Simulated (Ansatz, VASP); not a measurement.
B3C2 in VASP and in Ansatz

```
CELL_PARAMETERS angstrom
3.94627 0.00000 0.00000
-1.97314 3.41757 0.00000
0.00000 0.00000 4.31699
ATOMIC_POSITIONS crystal
B 0.50000 0.00000 0.00000
B 0.00000 0.50000 0.00000
B 0.50000 0.50000 0.00000
C 0.33333 0.66667 0.00000
C 0.66667 0.33333 0.00000
```

Alike in both runs: task relaxation of cell and atoms; functional PBE; k mesh 6 × 6 × 4; occupations gaussian, width 0.1 eV; no spin polarisation.

|  | VASP | Ansatz |
| --- | --- | --- |
| version | VASP 6.6.1 | Ansatz 0.2.0 |
| potentials or method | VASP PAW PBE potentials, release 64 (B, C), cutoff 600 eV | scalar-relativistic, plane waves, PAW |
| valence electrons in the cell | 17 | 17 |

```tsv
	VASP	Ansatz	Ansatz less VASP
gap on the k mesh at the Fermi level, each at its own relaxed structure (eV)	none	none	-
relaxed volume (Å³/atom)	19.08	18.70	-0.382
relaxed cell length with the largest relative difference (Å)	4.308	4.209	-0.0992
```

A gap of «none» marks a metal or a gap that the smearing closes.

The k mesh is coarse, so the values compare programs but aren't converged. Noted on VASP's run: the volume moved by over 15 % at a fixed basis, so the end points are rough.
